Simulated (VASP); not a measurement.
# Lu2SiF3 (P4/mmm) in VASP: a series of runs, part 2 of 2

VASP 6.6.1. The steps go on from the part before.

### Step 3. Single point, PBE

This run uses another cell than the first one, of 17.10 Å³/atom.

File INCAR:

```
ALGO = Normal ; EDIFF = 1E-6
ENCUT = 520 ; GGA = PE
ISIF = 2 ; ISMEAR = 0
LASPH = T ; LCHARG = F
LREAL = F ; LWAVE = F
NBANDS = 46 ; NELM = 80
PREC = Accurate ; SIGMA = 0.1
```

File KPOINTS:

```
k-points
0
Gamma
  6 6 2
```

File POSCAR:

```
Lu2SiF3
1.0
    3.2365058199      0.0000000000      0.0000000000
    0.0000000000      3.2365058199      0.0000000000
    0.0000000000      0.0000000000      9.7925477210
Lu Si F
2 1 3
Direct
    0.5000000000      0.5000000000      0.2767292462
    0.5000000000      0.5000000000      0.7232707538
    0.5000000000      0.5000000000      0.0000000000
    0.0000000000      0.0000000000      0.7399219027
    0.0000000000      0.0000000000      0.2600780973
    0.0000000000      0.0000000000      0.5000000000
```

Potentials or basis: VASP PAW PBE potentials, release 64 (Lu, Si, F).

Started as:

```
cat potpaw_PBE.64/Lu/POTCAR potpaw_PBE.64/Si/POTCAR potpaw_PBE.64/F/POTCAR > POTCAR
mpirun -np 1 vasp_std > vasp.out
```

OUTCAR:

```text
EDIFF = 1E-6
   ENCUT = 520
   GGA = PE
   ISIF = 2
   ISMEAR = 0
   LASPH = T
   LREAL = F
   NELM = 80
   PREC = Accurate

 ion  position               nearest neighbor table
   1  0.500  0.500  0.277-   5 2.29   5 2.29   5 2.29   5 2.29   3 2.71
   2  0.500  0.500  0.723-   4 2.29   4 2.29   4 2.29   4 2.29   3 2.71
   3  0.500  0.500  0.000-   1 2.71   2 2.71
   4  0.000  0.000  0.740-   2 2.29   2 2.29   2 2.29   2 2.29
   5  0.000  0.000  0.260-   1 2.29   1 2.29   1 2.29   1 2.29
   6  0.000  0.000  0.500-

  LATTYP: Found a simple tetragonal cell.
 ALAT       =     3.2365058199
 C/A-ratio  =     3.0256542907

  Lattice vectors:

 A1 = (   3.2365058199,   0.0000000000,   0.0000000000)
 A2 = (   0.0000000000,   3.2365058199,   0.0000000000)
 A3 = (   0.0000000000,   0.0000000000,   9.7925477210)

Analysis of symmetry for initial positions (statically):
=====================================================================
 Subroutine PRICEL returns:
 Original cell was already a primitive cell.

 Routine SETGRP: Setting up the symmetry group for a
 simple tetragonal supercell.

 Subroutine GETGRP returns: Found 16 space group operations
 (whereof 16 operations were pure point group operations)
 out of a pool of 16 trial point group operations.

The static configuration has the point symmetry D_4h.

Analysis of symmetry for dynamics (positions and initial velocities):
=====================================================================
 Subroutine PRICEL returns:
 Original cell was already a primitive cell.

 Routine SETGRP: Setting up the symmetry group for a
 simple tetragonal supercell.

 Subroutine GETGRP returns: Found 16 space group operations
 (whereof 16 operations were pure point group operations)
 out of a pool of 16 trial point group operations.

The dynamic configuration has the point symmetry D_4h.

[... 119 lines left out ...]
   IMIX   =      4    mixing-type and parameters
     AMIX     =   0.40;   BMIX     =  1.00
     AMIX_MAG =   1.60;   BMIX_MAG =  1.00
  volume/ion in A,a.u.               =      17.10       115.37
  Fermi-wavevector in a.u.,A,eV,Ry     =   1.474843  2.787049 29.594869  2.175162
  Thomas-Fermi vector in A             =   2.589565
   LORBIT       =      0    0 simple, 1 ext, 2 COOP (PROOUT), +10 PAW based schemes
   GGA     = PE    functional components
   LHFCALC =     F    Hartree Fock is set to
   AEXX    =    0.0000 exact exchange contribution
   IVDW    =     0    specifies the selected vdW correction
   LEPSILON=     F    determine dielectric tensor
   LRPA    =     F    only Hartree local field effects (RPA)
 non-spin polarized calculation
 Gauss-broadening in eV      SIGMA  =   0.10
  energy-cutoff  :      520.00
  volume of cell :      102.58
 maximum number of plane-waves:      2794
   NGX = 13   NGY = 13   NGZ = 37

 number of electron      75.0000013 magnetization

 Free energy of the ion-electron system (eV)
  ---------------------------------------------------
  ext. energy  EPLUGINS =         0.00000000
  ---------------------------------------------------
  free energy    TOTEN  =       -30.88953419 eV

  energy without entropy =      -30.87961680  energy(sigma->0) =      -30.88457550

 E-fermi :   3.8919     XC(G=0): -10.3095

 val. band max:        3.8787676083   @ k =   0.1667   0.1667   0.5000
 cond. band min:       3.8966868318   @ k =   0.1667   0.1667   0.0000
 fundamental gap:      0.0179192235
 Fermi energy:         3.8919315708

 k-point     1 :       0.0000    0.0000    0.0000
  band No.  band energies     occupation
      1     -53.7360      2.00000
      2     -53.7359      2.00000
      3     -24.4054      2.00000
      4     -24.3905      2.00000
      5     -24.3165      2.00000
      6     -24.3165      2.00000
[... 969 lines left out ...]
     45       7.7912      0.00000
     46       8.2137      0.00000

------------------------ aborting loop because EDIFF is reached ----------------------------------------

  FORCE on cell =-STRESS in cart. coord.  units (eV):
  Direction    XX          YY          ZZ          XY          YZ          ZX
  --------------------------------------------------------------------------------------
  -------------------------------------------------------------------------------------
  Total        0.3502617      0.3502617      0.0114693      0.0000000      0.0000000     -0.0000000
  in kB        5.4708487      5.4708487      0.1791433      0.0000000      0.0000000     -0.0000000
  external PRESSURE =       3.7069469 kB  Pullay stress =       0.0000000 kB

 VOLUME and BASIS-vectors are now :
 -----------------------------------------------------------------------------
  energy-cutoff  :      520.00
  volume of cell :      102.58
      direct lattice vectors                 reciprocal lattice vectors
     3.236505820  0.000000000  0.000000000     0.308975190  0.000000000  0.000000000
     0.000000000  3.236505820  0.000000000     0.000000000  0.308975190  0.000000000
     0.000000000  0.000000000  9.792547721     0.000000000  0.000000000  0.102118471

 POSITION                                       TOTAL-FORCE (eV/Angst)
 -----------------------------------------------------------------------------------
      1.61825      1.61825      2.70988         0.000000     -0.000000      0.030887
      1.61825      1.61825      7.08266         0.000000     -0.000000     -0.030887
      1.61825      1.61825      0.00000        -0.000000      0.000000     -0.000000
      0.00000      0.00000      7.24572        -0.000000      0.000000      0.018120
      0.00000      0.00000      2.54683        -0.000000      0.000000     -0.018120
      0.00000      0.00000      4.89627        -0.000000      0.000000     -0.000000
 -----------------------------------------------------------------------------------
    total drift:                                0.000000     -0.000000      0.000000

  FREE ENERGIE OF THE ION-ELECTRON SYSTEM (eV)
  ---------------------------------------------------
  free  energy   TOTEN  =       -30.8895341886 eV

  energy  without entropy=      -30.8796168037  energy(sigma->0) =      -30.88457550
```

Run time: 2 min. Hardware: 1 thread of Oxide Virtual Turin-like, shared host; peak memory 0.22 GiB.

Results:

* Free energy: -30.8895 eV
* Pressure: 0.4 GPa
* Largest force: 0.031 eV/Å
* Band gap on the k mesh: zero (an odd number of electrons rules out a gap without spin polarisation)

Forces in eV/Å, atoms in the order of the input:
```
Lu   0.000  0.000  0.031
Lu   0.000  0.000 -0.031
Si   0.000  0.000  0.000
F    0.000  0.000  0.018
F    0.000  0.000 -0.018
F    0.000  0.000  0.000
```

Caveat: spin-orbit coupling is left out, which moves the levels of the heavy elements; an odd number of electrons without spin polarisation forces a metal; a magnetic or distorted state may lie lower.

### Step 4. Single point, PBE

This run uses another cell than the first one, of 17.10 Å³/atom.

File INCAR:

```
SYSTEM = Lu2SiF3
  ALGO = Fast
  EDIFF = 1E-6
  ENCUT = 520
  GGA = PE
  ISIF = 2
  ISMEAR = 0
  LASPH = .TRUE.
  LCHARG = .FALSE.
  LREAL = .FALSE.
  LWAVE = .FALSE.
  NBANDS = 46
  NELM = 60
  PREC = Accurate
  SIGMA = 0.1
```

File KPOINTS:

```
k-points
0
G
  12 12 4
  0 0 0
```

File POSCAR:

```
Lu2SiF3
1.0
    3.2390870106      0.0000000000      0.0000000000
    0.0000000000      3.2390870106      0.0000000000
    0.0000000000      0.0000000000      9.7771087958
Lu Si F
2 1 3
Direct
    0.5000000000      0.5000000000      0.2785199414
    0.5000000000      0.5000000000      0.7214800586
    0.5000000000      0.5000000000      0.0000000000
    0.0000000000      0.0000000000      0.7402693491
    0.0000000000      0.0000000000      0.2597306509
    0.0000000000      0.0000000000      0.5000000000
```

Potentials or basis: VASP PAW PBE potentials, release 64 (Lu, Si, F).

Started as:

```
cat potpaw_PBE.64/Lu/POTCAR potpaw_PBE.64/Si/POTCAR potpaw_PBE.64/F/POTCAR > POTCAR
mpirun -np 1 vasp_std > vasp.out
```

OUTCAR:

```text
SYSTEM = Lu2SiF3
   EDIFF = 1E-6
   ENCUT = 520
   GGA = PE
   ISIF = 2
   ISMEAR = 0
   LASPH = .TRUE.
   LREAL = .FALSE.
   NELM = 60
   PREC = Accurate

 ion  position               nearest neighbor table
   1  0.500  0.500  0.279-   5 2.30   5 2.30   5 2.30   5 2.30   3 2.72
   2  0.500  0.500  0.721-   4 2.30   4 2.30   4 2.30   4 2.30   3 2.72
   3  0.500  0.500  0.000-   1 2.72   2 2.72
   4  0.000  0.000  0.740-   2 2.30   2 2.30   2 2.30   2 2.30
   5  0.000  0.000  0.260-   1 2.30   1 2.30   1 2.30   1 2.30
   6  0.000  0.000  0.500-

  LATTYP: Found a simple tetragonal cell.
 ALAT       =     3.2390870106
 C/A-ratio  =     3.0184767386

  Lattice vectors:

 A1 = (   3.2390870106,   0.0000000000,   0.0000000000)
 A2 = (   0.0000000000,   3.2390870106,   0.0000000000)
 A3 = (   0.0000000000,   0.0000000000,   9.7771087958)

Analysis of symmetry for initial positions (statically):
=====================================================================
 Subroutine PRICEL returns:
 Original cell was already a primitive cell.

 Routine SETGRP: Setting up the symmetry group for a
 simple tetragonal supercell.

 Subroutine GETGRP returns: Found 16 space group operations
 (whereof 16 operations were pure point group operations)
 out of a pool of 16 trial point group operations.

The static configuration has the point symmetry D_4h.

Analysis of symmetry for dynamics (positions and initial velocities):
=====================================================================
 Subroutine PRICEL returns:
 Original cell was already a primitive cell.

 Routine SETGRP: Setting up the symmetry group for a
 simple tetragonal supercell.

 Subroutine GETGRP returns: Found 16 space group operations
 (whereof 16 operations were pure point group operations)
 out of a pool of 16 trial point group operations.

The dynamic configuration has the point symmetry D_4h.

 Subroutine INISYM returns: Found 16 space group operations
 (whereof 16 operations are pure point group operations),
 and found     1 'primitive' translations

----------------------------------------------------------------------------------------

                                     Primitive cell

  volume of cell :     102.5783

  direct lattice vectors                    reciprocal lattice vectors
     3.239087011  0.000000000  0.000000000     0.308728971  0.000000000  0.000000000
     0.000000000  3.239087011  0.000000000     0.000000000  0.308728971  0.000000000
     0.000000000  0.000000000  9.777108796     0.000000000  0.000000000  0.102279725

  length of vectors
     3.239087011  3.239087011  9.777108796     0.308728971  0.308728971  0.102279725

  position of ions in fractional coordinates (direct lattice)
     0.500000000  0.500000000  0.278519941
     0.500000000  0.500000000  0.721480059
     0.500000000  0.500000000  0.000000000
     0.000000000  0.000000000  0.740269349
     0.000000000  0.000000000  0.259730651
     0.000000000  0.000000000  0.500000000

  ion indices of the primitive-cell ions
   primitive index   ion index
                 1           1
                 2           2
                 3           3
                 4           4
                 5           5
                 6           6

[... 28 lines left out ...]
  0.000000  0.000000  0.000000      1.000000
  0.083333  0.000000  0.000000      4.000000
  0.166667  0.000000  0.000000      4.000000
  0.250000  0.000000  0.000000      4.000000
  0.333333  0.000000  0.000000      4.000000
  0.416667  0.000000  0.000000      4.000000
[... 16 lines left out ...]
  0.333333  0.333333  0.000000      4.000000
  0.416667  0.333333  0.000000      8.000000
 [... further k-points ...]
   k-points           NKPTS =     84   k-points in BZ     NKDIM =     84   number of bands    NBANDS=     46
   number of dos      NEDOS =    301   number of ions     NIONS =      6
   total plane-waves  NPLWV =  46080
   dimension x,y,z NGX =    24 NGY =   24 NGZ =   80
   dimension x,y,z NGXF=    48 NGYF=   48 NGZF=  160
   ions per type =               2   1   3
   NGX,Y,Z   is equivalent  to a cutoff of  12.32, 12.32, 13.60 a.u.
   NGXF,Y,Z  is equivalent  to a cutoff of  24.64, 24.64, 27.21 a.u.
 SYSTEM =  Lu2SiF3
   PREC   = accura    normal or accurate (medium, high low for compatibility)
   ISTART =      0    job   : 0-new  1-cont  2-samecut
   ICHARG =      2    charge: 1-file 2-atom 10-const
   ISPIN  =      1    spin polarized calculation?
   LNONCOLLINEAR =      F non collinear calculations
   LSORBIT =      F    spin-orbit coupling
   LASPH  =      T    aspherical Exc in radial PAW
   ENCUT  =  520.0 eV  38.22 Ry    6.18 a.u.   6.02  6.02 18.18*2*pi/ulx,y,z
   NELM   =     60;   NELMIN=  2; NELMDL= -5     # of ELM steps
   EDIFF  = 0.1E-05   stopping-criterion for ELM
   LREAL  =      F    real-space projection
   EDIFFG = 0.1E-04   stopping-criterion for IOM
   NSW    =      0    number of steps for IOM
   IBRION =     -1    ionic relax: 0-MD 1-quasi-New 2-CG
   NFREE  =      0    steps in history (QN), initial steepest desc. (CG)
   ISIF   =      2    stress and relaxation
   ISYM   =      2    0-nonsym 1-usesym 2-fastsym
   POTIM  = 0.5000    time-step for ionic-motion
   TEBEG  =    0.0;   TEEND  =   0.0 temperature during run
   PSTRESS=    0.0 pullay stress
   NELECT =      75.0000    total number of electrons
   NUPDOWN=      -1.0000    fix difference up-down
   EMIN   =  10.00;   EMAX   =-10.00  energy-range for DOS
   EFERMI =   0.00;   METHOD = LEGACY
   ISMEAR =     0;   SIGMA  =   0.10  broadening in eV -4-tet -1-fermi 0-gaus
   EFERMI_NEDOS =   21; number of points for ismear=-14 and -15
   IALGO  =     68    algorithm
   IMIX   =      4    mixing-type and parameters
     AMIX     =   0.40;   BMIX     =  1.00
     AMIX_MAG =   1.60;   BMIX_MAG =  1.00
  volume/ion in A,a.u.               =      17.10       115.37
  Fermi-wavevector in a.u.,A,eV,Ry     =   1.474835  2.787034 29.594543  2.175138
  Thomas-Fermi vector in A             =   2.589558
   LORBIT       =      0    0 simple, 1 ext, 2 COOP (PROOUT), +10 PAW based schemes
   GGA     = PE    functional components
   LHFCALC =     F    Hartree Fock is set to
   AEXX    =    0.0000 exact exchange contribution
   IVDW    =     0    specifies the selected vdW correction
   LEPSILON=     F    determine dielectric tensor
   LRPA    =     F    only Hartree local field effects (RPA)
 non-spin polarized calculation
 RMM-DIIS sequential band-by-band and
 Gauss-broadening in eV      SIGMA  =   0.10
  energy-cutoff  :      520.00
  volume of cell :      102.58
 maximum number of plane-waves:      2800
   NGX = 13   NGY = 13   NGZ = 37

 number of electron      75.0000022 magnetization

 Free energy of the ion-electron system (eV)
  ---------------------------------------------------
  ext. energy  EPLUGINS =         0.00000000
  ---------------------------------------------------
  free energy    TOTEN  =       -30.80708857 eV

  energy without entropy =      -30.79958529  energy(sigma->0) =      -30.80333693

 E-fermi :   4.1490     XC(G=0): -10.3204

 val. band max:        4.1446247265   @ k =   0.2500   0.0000   0.2500
 cond. band min:       4.1540152909   @ k =   0.2500   0.0000   0.5000
 fundamental gap:      0.0093905644
 Fermi energy:         4.1490415887

 k-point     1 :       0.0000    0.0000    0.0000
  band No.  band energies     occupation
      1     -53.7380      2.00000
      2     -53.7378      2.00000
      3     -24.4122      2.00000
      4     -24.3961      2.00000
      5     -24.3139      2.00000
      6     -24.3139      2.00000
[... 1165 lines left out ...]
     45       7.6968      0.00000
     46       7.8967      0.00000

 [... further k-points ...]

------------------------ aborting loop because EDIFF is reached ----------------------------------------

  FORCE on cell =-STRESS in cart. coord.  units (eV):
  Direction    XX          YY          ZZ          XY          YZ          ZX
  --------------------------------------------------------------------------------------
  -------------------------------------------------------------------------------------
  Total       -0.2758213     -0.2758213     -0.5270317      0.0000000      0.0000000     -0.0000000
  in kB       -4.3080696     -4.3080696     -8.2317399      0.0000000      0.0000000     -0.0000000
  external PRESSURE =      -5.6159597 kB  Pullay stress =       0.0000000 kB

 VOLUME and BASIS-vectors are now :
 -----------------------------------------------------------------------------
  energy-cutoff  :      520.00
  volume of cell :      102.58
      direct lattice vectors                 reciprocal lattice vectors
     3.239087011  0.000000000  0.000000000     0.308728971  0.000000000  0.000000000
     0.000000000  3.239087011  0.000000000     0.000000000  0.308728971  0.000000000
     0.000000000  0.000000000  9.777108796     0.000000000  0.000000000  0.102279725

 POSITION                                       TOTAL-FORCE (eV/Angst)
 -----------------------------------------------------------------------------------
      1.61954      1.61954      2.72312         0.000000     -0.000000      0.021374
      1.61954      1.61954      7.05399        -0.000000      0.000000     -0.021374
      1.61954      1.61954      0.00000         0.000000     -0.000000      0.000000
      0.00000      0.00000      7.23769        -0.000000      0.000000      0.010661
      0.00000      0.00000      2.53941         0.000000     -0.000000     -0.010661
      0.00000      0.00000      4.88855         0.000000     -0.000000      0.000000
 -----------------------------------------------------------------------------------
    total drift:                                0.000000     -0.000000      0.000000

  FREE ENERGIE OF THE ION-ELECTRON SYSTEM (eV)
  ---------------------------------------------------
  free  energy   TOTEN  =       -30.8070885710 eV

  energy  without entropy=      -30.7995852868  energy(sigma->0) =      -30.80333693
```

It took 42 min on 1 thread of Oxide Virtual Turin-like, shared host; peak memory 0.43 GiB.

Results:

```yaml
Free_energy: -30.8071 eV
Pressure: -0.6 GPa
Largest_force: 0.021 eV/Å
Band_gap_on_the_k_mesh: zero (an odd number of electrons rules out a gap without spin polarisation)
```

Forces in eV/Å, atoms in the order of the input:
```
Lu   0.000  0.000  0.021
Lu   0.000  0.000 -0.021
Si   0.000  0.000  0.000
F    0.000  0.000  0.011
F    0.000  0.000 -0.011
F    0.000  0.000  0.000
```

Caveat: spin-orbit coupling is left out, which moves the levels of the heavy elements; an odd number of electrons without spin polarisation forces a metal; a magnetic or distorted state may lie lower.

### Step 5. The runs side by side

| cell | k mesh | gap on the mesh (eV) | pressure (GPa) | largest force (eV/Å) |
| --- | --- | --- | --- | --- |
| a = 3.128, b = 3.128, c = 9.469 Å, 6 atoms, atomic positions A | 6 × 6 × 2 | none | 3.1 | 2.13 |
| a = 3.237, b = 3.237, c = 9.793 Å, 6 atoms, atomic positions B | 6 × 6 × 2 | none | 0.4 | 0.03 |
| a = 3.239, b = 3.239, c = 9.777 Å, 6 atoms, atomic positions C | 12 × 12 × 4 | none | -0.6 | 0.02 |

Alike in all rows: task single point; level PBE; potentials or basis VASP PAW PBE potentials, release 64 (Lu, Si, F); no spin polarisation; cutoff (eV) 520; smearing gaussian 0.1 eV.

Caveats: spin-orbit coupling is left out, which moves the levels of the heavy elements; an odd number of electrons without spin polarisation forces a metal; a magnetic or distorted state may lie lower; the stress differs along the axes, from -2 to 6 GPa (at least some runs).

Absolute energies hang on the potentials; compare differences alone.

The gap in the log of VASP goes by the Fermi energy; the results here count the filled bands.